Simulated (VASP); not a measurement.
# Al (P6_3/mmc) in VASP: a series of runs, part 3 of 3

VASP 6.6.1. The steps go on from the part before.

**6. Single point, PBE+D3(BJ) (biaxial strain in the a-b plane: +3.0 %)**

The input, INCAR:

```
PREC = Accurate
ENCUT = 520
EDIFF = 1E-7
ISMEAR = 0
SIGMA = 0.1
LREAL = False
LASPH = True
NELM = 80
ALGO = Fast
ISIF = 2
LWAVE = False
LCHARG = True
GGA = PE
IVDW = 12
LELF = True
LVHAR = True
NBANDS = 14
```

The input, KPOINTS:

```
Automatic mesh
0
Gamma
  24 24 6
```

The input, POSCAR:

```
Al
1.0
    2.8992215840      0.0000000000      0.0000000000
   -1.4496107920      2.5107995429      0.0000000000
    0.0000000000      0.0000000000      9.0754439064
Al
4
Direct
    0.0000000000      0.0000000000      0.0000000000
    0.3333333333      0.6666666667      0.2500000000
    0.0000000000      0.0000000000      0.5000000000
    0.6666666667      0.3333333333      0.7500000000
```

Potentials or basis: VASP PAW PBE potentials, release 64 (Al).

The run is started by

```bash
$ cat potpaw_PBE.64/Al/POTCAR > POTCAR
$ mpirun -np 1 vasp_std > vasp.out
```

OUTCAR:

```text
PREC = Accurate
   ENCUT = 520
   EDIFF = 1E-7
   ISMEAR = 0
   LREAL = False
   LASPH = True
   NELM = 80
   ISIF = 2
   GGA = PE
   IVDW = 12
 IVDW          = 12

 ion  position               nearest neighbor table
   1  0.000  0.000  0.000-   2 2.82   4 2.82   2 2.82   4 2.82   4 2.82   2 2.82
   2  0.333  0.667  0.250-   1 2.82   3 2.82   1 2.82   3 2.82   1 2.82   3 2.82
   3  0.000  0.000  0.500-   2 2.82   4 2.82   2 2.82   4 2.82   4 2.82   2 2.82
   4  0.667  0.333  0.750-   1 2.82   3 2.82   1 2.82   3 2.82   1 2.82   3 2.82

  LATTYP: Found a hexagonal cell.
 ALAT       =     2.8992215840
 C/A-ratio  =     3.1303036499

  Lattice vectors:

 A1 = (   2.8992215840,   0.0000000000,   0.0000000000)
 A2 = (  -1.4496107920,   2.5107995429,   0.0000000000)
 A3 = (   0.0000000000,   0.0000000000,   9.0754439064)

Analysis of symmetry for initial positions (statically):
=====================================================================
 Subroutine PRICEL returns:
 Original cell was already a primitive cell.

 Routine SETGRP: Setting up the symmetry group for a
 hexagonal supercell.

 Subroutine GETGRP returns: Found 24 space group operations
 (whereof 12 operations were pure point group operations)
 out of a pool of 24 trial point group operations.

The static configuration has the point symmetry D_3d.
 The point group associated with its full space group is D_6h.

Analysis of symmetry for dynamics (positions and initial velocities):
=====================================================================
 Subroutine PRICEL returns:
 Original cell was already a primitive cell.

 Routine SETGRP: Setting up the symmetry group for a
 hexagonal supercell.

 Subroutine GETGRP returns: Found 24 space group operations
 (whereof 12 operations were pure point group operations)
 out of a pool of 24 trial point group operations.

The dynamic configuration has the point symmetry D_3d.
 The point group associated with its full space group is D_6h.

 Subroutine INISYM returns: Found 24 space group operations
 (whereof 12 operations are pure point group operations),
 and found     1 'primitive' translations

----------------------------------------------------------------------------------------

                                     Primitive cell

  volume of cell :      66.0635

  direct lattice vectors                    reciprocal lattice vectors
     2.899221584  0.000000000  0.000000000     0.344920169  0.199139753  0.000000000
    -1.449610792  2.510799543  0.000000000     0.000000000  0.398279505  0.000000000
     0.000000000  0.000000000  9.075443906     0.000000000  0.000000000  0.110187448

  length of vectors
     2.899221584  2.899221584  9.075443906     0.398279505  0.398279505  0.110187448

  position of ions in fractional coordinates (direct lattice)
     0.000000000  0.000000000  0.000000000
     0.333333333  0.666666667  0.250000000
     0.000000000  0.000000000  0.500000000
     0.666666667  0.333333333  0.750000000

  ion indices of the primitive-cell ions
   primitive index   ion index
                 1           1
                 2           2
                 3           3
                 4           4

[... 58 lines left out ...]
   ions per type =               4
   NGX,Y,Z   is equivalent  to a cutoff of  13.76, 13.76, 12.82 a.u.
   NGXF,Y,Z  is equivalent  to a cutoff of  27.52, 27.52, 25.65 a.u.
 SYSTEM =  unknown system
   PREC   = accura    normal or accurate (medium, high low for compatibility)
   ISTART =      0    job   : 0-new  1-cont  2-samecut
   ICHARG =      2    charge: 1-file 2-atom 10-const
   ISPIN  =      1    spin polarized calculation?
   LNONCOLLINEAR =      F non collinear calculations
   LSORBIT =      F    spin-orbit coupling
   LASPH  =      T    aspherical Exc in radial PAW
   ENCUT  =  520.0 eV  38.22 Ry    6.18 a.u.   5.39  5.39 16.87*2*pi/ulx,y,z
   NELM   =     80;   NELMIN=  2; NELMDL= -5     # of ELM steps
   EDIFF  = 0.1E-06   stopping-criterion for ELM
   LREAL  =      F    real-space projection
   EDIFFG = 0.1E-05   stopping-criterion for IOM
   NSW    =      0    number of steps for IOM
   IBRION =     -1    ionic relax: 0-MD 1-quasi-New 2-CG
   NFREE  =      0    steps in history (QN), initial steepest desc. (CG)
   ISIF   =      2    stress and relaxation
   ISYM   =      2    0-nonsym 1-usesym 2-fastsym
   POTIM  = 0.5000    time-step for ionic-motion
   TEBEG  =    0.0;   TEEND  =   0.0 temperature during run
   PSTRESS=    0.0 pullay stress
   NELECT =      12.0000    total number of electrons
   NUPDOWN=      -1.0000    fix difference up-down
   EMIN   =  10.00;   EMAX   =-10.00  energy-range for DOS
   EFERMI =   0.00;   METHOD = LEGACY
   ISMEAR =     0;   SIGMA  =   0.10  broadening in eV -4-tet -1-fermi 0-gaus
   EFERMI_NEDOS =   21; number of points for ismear=-14 and -15
   IALGO  =     68    algorithm
   IMIX   =      4    mixing-type and parameters
     AMIX     =   0.40;   BMIX     =  1.00
     AMIX_MAG =   1.60;   BMIX_MAG =  1.00
  volume/ion in A,a.u.               =      16.52       111.45
  Fermi-wavevector in a.u.,A,eV,Ry     =   0.927146  1.752052 11.695564  0.859600
  Thomas-Fermi vector in A             =   2.053184
   LORBIT       =      0    0 simple, 1 ext, 2 COOP (PROOUT), +10 PAW based schemes
   GGA     = PE    functional components
   LHFCALC =     F    Hartree Fock is set to
   AEXX    =    0.0000 exact exchange contribution
   IVDW    =    12    specifies the selected vdW correction
   LEPSILON=     F    determine dielectric tensor
   LRPA    =     F    only Hartree local field effects (RPA)
 non-spin polarized calculation
 RMM-DIIS sequential band-by-band and
 Gauss-broadening in eV      SIGMA  =   0.10
  energy-cutoff  :      520.00
  volume of cell :       66.06
 maximum number of plane-waves:      1819
 NGX is ok and might be reduce to    24
   NGX = 11   NGY = 11   NGZ = 33

 number of electron      12.0000000 magnetization

 Free energy of the ion-electron system (eV)
  ---------------------------------------------------
  ext. energy  EPLUGINS =         0.00000000
  ---------------------------------------------------
  free energy    TOTEN  =       -14.91037076 eV

  energy without entropy =      -14.90213180  energy(sigma->0) =      -14.90625128

 E-fermi :   7.9835     XC(G=0): -10.1931

 val. band max:        7.9698468370   @ k =   0.0833   0.0417   0.5000
 cond. band min:       8.0042218440   @ k =   0.2500   0.0833   0.3333
 fundamental gap:      0.0343750069
 Fermi energy:         7.9834622201

 k-point     1 :       0.0000    0.0000    0.0000
  band No.  band energies     occupation
      1      -3.1406      2.00000
      2      -1.3553      2.00000
      3      -1.3534      2.00000
      4       3.6382      2.00000
      5       4.1383      2.00000
      6      12.2275      0.00000
      7      12.2483      0.00000
      8      17.9757      0.00000
      9      17.9757      0.00000
     10      18.2406      0.00000
     11      18.2406      0.00000
     12      19.3413      0.00000
     13      19.3417      0.00000
     14      19.5829      0.00000
[... 377 lines left out ...]
      1       2.1719      2.00000
      2       3.1171      2.00000
      3       3.8073      2.00000
      4       3.8596      2.00000
      5       4.8770      2.00000
      6       4.9610      2.00000
      7       8.6426      0.00000
      8       9.3738      0.00000
      9       9.6558      0.00000
     10      10.2583      0.00000
     11      12.3912      0.00000
     12      13.8483      0.00000
     13      13.9612      0.00000
     14      15.1730      0.00000

 [... further k-points ...]

------------------------ aborting loop because EDIFF is reached ----------------------------------------

 Edisp (eV)   -1.34395

 E8    (eV) :    -0.6009

  FORCE on cell =-STRESS in cart. coord.  units (eV):
  Direction    XX          YY          ZZ          XY          YZ          ZX
  --------------------------------------------------------------------------------------
  -------------------------------------------------------------------------------------
  Total      -1.70548    -1.70548    -0.38752     0.00000    -0.00000    -0.00000
  in kB     -41.36145   -41.36145    -9.39815     0.00000    -0.00000    -0.00000
  external pressure =      -30.71 kB  Pullay stress =        0.00 kB

 VOLUME and BASIS-vectors are now :
 -----------------------------------------------------------------------------
  energy-cutoff  :      520.00
  volume of cell :       66.06
      direct lattice vectors                 reciprocal lattice vectors
     2.899221584  0.000000000  0.000000000     0.344920169  0.199139753  0.000000000
    -1.449610792  2.510799543  0.000000000     0.000000000  0.398279505  0.000000000
     0.000000000  0.000000000  9.075443906     0.000000000  0.000000000  0.110187448

 POSITION                                       TOTAL-FORCE (eV/Angst)
 -----------------------------------------------------------------------------------
      0.00000      0.00000      0.00000         0.000000      0.000000      0.000000
     -0.00000      1.67387      2.26886        -0.000000     -0.000000      0.000000
      0.00000      0.00000      4.53772         0.000000      0.000000      0.000000
      1.44961      0.83693      6.80658        -0.000000      0.000000     -0.000000
 -----------------------------------------------------------------------------------
    total drift:                               -0.000000      0.000000      0.000000

  FREE ENERGIE OF THE ION-ELECTRON SYSTEM (eV)
  ---------------------------------------------------
  free  energy   TOTEN  =       -16.2543181680 eV

  energy  without entropy=      -16.2460792103  energy(sigma->0) =      -16.25019869
```

OSZICAR:

```text
N       E                     dE             d eps       ncg     rms          rms(c)
DAV:   1     0.574145346647E+01    0.57415E+01   -0.41092E+03  6840   0.655E+02
DAV:   2    -0.143539725706E+02   -0.20095E+02   -0.18615E+02  8992   0.882E+01
DAV:   3    -0.149997793944E+02   -0.64581E+00   -0.63941E+00  9062   0.128E+01
DAV:   4    -0.150041938264E+02   -0.44144E-02   -0.44134E-02  8066   0.135E+00
DAV:   5    -0.150042460950E+02   -0.52269E-04   -0.52269E-04  9082   0.150E-01    0.259E+00
RMM:   6    -0.149496502652E+02    0.54596E-01   -0.57441E-03  6856   0.445E-01    0.152E+00
RMM:   7    -0.149106585421E+02    0.38992E-01   -0.15901E-02  7119   0.713E-01    0.190E-01
RMM:   8    -0.149103694666E+02    0.28908E-03   -0.66480E-04  7382   0.172E-01    0.202E-02
RMM:   9    -0.149103747748E+02   -0.53082E-05   -0.10152E-04  7915   0.687E-02    0.305E-02
RMM:  10    -0.149103759760E+02   -0.12012E-05   -0.13206E-05  7996   0.258E-02    0.426E-02
RMM:  11    -0.149103734234E+02    0.25526E-05   -0.32683E-06  8104   0.111E-02    0.550E-02
RMM:  12    -0.149103726165E+02    0.80690E-06   -0.75741E-07  7559   0.551E-03    0.309E-02
RMM:  13    -0.149103717363E+02    0.88018E-06   -0.28715E-07  6948   0.281E-03    0.251E-02
RMM:  14    -0.149103715851E+02    0.15128E-06   -0.72553E-08  4805   0.179E-03    0.231E-02
RMM:  15    -0.149103709936E+02    0.59150E-06   -0.83970E-08  4688   0.136E-03    0.852E-03
RMM:  16    -0.149103708162E+02    0.17739E-06   -0.30736E-08  4014   0.946E-04    0.318E-03
RMM:  17    -0.149103707622E+02    0.53983E-07   -0.79654E-09  3653   0.577E-04
   1 F= -.16254318E+02 E0= -.16250199E+02  d E =-.823896E-02
```

It took 4.7 min on 1 thread of Intel Xeon Platinum 8375C at 2.90GHz (Ice Lake), shared host; peak memory 0.31 GiB.

Results:

```
Free energy                : -16.2543 eV
Pressure                   : -3.1 GPa
Band gap on the k mesh     : zero (bands 6 and 7 overlap by 6.16 eV)
Dispersion energy per atom : -0.336 eV
```

Levels at points of the mesh, in eV from the Fermi level:
```
           k point  band 4  band 5  band 6  band 7  band 8  band 9
(0.00, 0.00, 0.00)   -4.35   -3.85    4.24    4.26    9.99    9.99
(0.50, 0.00, 0.00)   -3.86   -3.44   -3.29    0.89    1.37    1.69
(0.00, 0.00, 0.50)   -7.14   -0.27   -0.27    9.30    9.30   10.32
(0.50, 0.00, 0.50)   -4.87   -1.81   -1.81   -1.14   -1.14    4.96
```

Caveat: the cell differs from its parent crystal (biaxial strain in the a-b plane: +3.0 %); the cell stands under tension.

**7. The runs side by side**

```tsv
task	cell	k mesh	cutoff (eV)	gap on the mesh (eV)	pressure (GPa)
relaxation of shape and atoms at fixed volume	relaxed from a = 2.728, b = 2.728, c = 8.956 Å, angles 90.0, 90.0, 120.0°, 4 atoms	18 × 18 × 6	600	none	9.9
relaxation of shape and atoms at fixed volume	relaxed from a = 2.757, b = 2.757, c = 9.053 Å, angles 90.0, 90.0, 120.0°, 4 atoms	18 × 18 × 6	600	none	6.0
single point	a = 2.871, b = 2.871, c = 9.131 Å, angles 90.0, 90.0, 120.0°, 4 atoms	24 × 24 × 6	520	none	-2.2
single point	a = 2.899, b = 2.899, c = 9.013 Å, angles 90.0, 90.0, 120.0°, 4 atoms	24 × 24 × 6	520	none	-2.5
single point	a = 2.899, b = 2.899, c = 9.075 Å, angles 90.0, 90.0, 120.0°, 4 atoms	24 × 24 × 6	520	none	-3.1
```

Alike in all rows: level PBE+D3(BJ); potentials or basis VASP PAW PBE potentials, release 64 (Al); no spin polarisation; smearing gaussian 0.1 eV.

Caveats: the relaxation stopped at its first step, so nothing moved (at least some runs); the cell stands under tension (at least some runs).

Total energies depend on the potentials used, so only differences within one code and one set of settings carry meaning.
